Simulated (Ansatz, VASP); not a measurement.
One calculation of Ta3AsAu2O13, two programs

INCAR

```
ALGO = Normal
EDIFF = 1E-7
ENCUT = 520
GGA = PE
ISIF = 2
ISMEAR = -1
LASPH = True
LCHARG = True
LELF = True
LREAL = Auto
LVHAR = True
LWAVE = False
NBANDS = 84
NELM = 100
PREC = Accurate
SIGMA = 0.05
```

File KPOINTS:

```
k-points
0
Gamma
  4 4 2
```

File POSCAR:

```
Ta3AsAu2O13
1.0
    5.4520400000      0.0000000000      0.0000000000
   -2.7260200000      4.7216100000      0.0000000000
    0.0000000000      0.0000000000      9.5790200000
Ta As Au O
3 1 2 13
Direct
    0.0000000000      0.0000000000      0.1940800000
    0.0000000000      0.0000000000      0.8059200000
    0.6666700000      0.3333300000      0.0000000000
    0.0000000000      0.0000000000      0.5000000000
    0.3333300000      0.6666700000      0.2742800000
    0.3333300000      0.6666700000      0.7257200000
    0.0000000000      0.0000000000      0.0000000000
    0.2394700000      0.9712900000      0.3640200000
    0.0287100000      0.2681800000      0.3640200000
    0.7318200000      0.7605300000      0.3640200000
    0.2394700000      0.9712900000      0.6359800000
    0.0287100000      0.2681800000      0.6359800000
    0.7318200000      0.7605300000      0.6359800000
    0.3845200000      0.3342500000      0.8584400000
    0.6657500000      0.0502600000      0.8584400000
    0.9497400000      0.6154800000      0.8584400000
    0.3845200000      0.3342500000      0.1415600000
    0.6657500000      0.0502600000      0.1415600000
    0.9497400000      0.6154800000      0.1415600000
```

input.yaml

```yaml
crystal:
  lattice:
    - [5.45204, 0.0, 0.0]
    - [-2.72602, 4.72161, 0.0]
    - [0.0, 0.0, 9.57902]
  atoms:
    - { symbol: Ta, position: [0.0, 0.0, 0.19408] }
    - { symbol: Ta, position: [0.0, 0.0, 0.80592] }
    - { symbol: Ta, position: [0.66667, 0.33333, 0.0] }
    - { symbol: As, position: [0.0, 0.0, 0.5] }
    - { symbol: Au, position: [0.33333, 0.66667, 0.27428] }
    - { symbol: Au, position: [0.33333, 0.66667, 0.72572] }
    - { symbol: O, position: [0.0, 0.0, 0.0] }
    - { symbol: O, position: [0.23947, 0.97129, 0.36402] }
    - { symbol: O, position: [0.02871, 0.26818, 0.36402] }
    - { symbol: O, position: [0.73182, 0.76053, 0.36402] }
    - { symbol: O, position: [0.23947, 0.97129, 0.63598] }
    - { symbol: O, position: [0.02871, 0.26818, 0.63598] }
    - { symbol: O, position: [0.73182, 0.76053, 0.63598] }
    - { symbol: O, position: [0.38452, 0.33425, 0.85844] }
    - { symbol: O, position: [0.66575, 0.05026, 0.85844] }
    - { symbol: O, position: [0.94974, 0.61548, 0.85844] }
    - { symbol: O, position: [0.38452, 0.33425, 0.14156] }
    - { symbol: O, position: [0.66575, 0.05026, 0.14156] }
    - { symbol: O, position: [0.94974, 0.61548, 0.14156] }
kpoints:
  mp_grid: { grid: [4, 4, 2] }
scf:
  occupations: { method: fermi_dirac, width: 0.05 }
hamiltonian:
  xc: pbe
  pseudopotentials: { kind: all_electron, datasets: crystal }
output:
  forces: true
  stress: true
  eigenvalues: true
  dos: { projected: false, de: 0.1, e_range: [-20, 10] }
```

Alike in both runs: functional PBE; k mesh 4 × 4 × 2; occupations fermi-dirac, width 0.05 eV; no spin polarisation.

|  | VASP | Ansatz |
| --- | --- | --- |
| version | VASP 6.6.1 | Ansatz 0.2.0 |
| potentials or method | VASP PAW PBE potentials, release 64 (Ta_pv, As, Au, O), cutoff 520 eV | all-electron PAW datasets made for the crystal |
| task | single point | density of states |

|  | VASP | Ansatz | Ansatz less VASP |
| --- | --- | --- | --- |
| gap on the k mesh at the Fermi level (eV) | none | none | - |
| pressure (GPa) | 0.4 | -0.1 | -0.46 |
| traceless stress, the component that is largest in VASP (GPa) | 0.36 | 0.04 | -0.315 |
| rms of the force components (eV/Å) | 0.098 | 0.078 | -0.0198 |

Atom by atom the forces differ by 0.029 eV/Å (rms over components). A gap of «none» marks a metal or a gap that the smearing closes. Ansatz ran all-electron here, and VASP with PAW potentials.

Spin-orbit coupling is off throughout. Noted on Ansatz's run: the k mesh is thin for a metal, which can move the energy by tens of meV per atom; the program warned that the printed levels may be off, so bands, gaps and densities of states are rough.
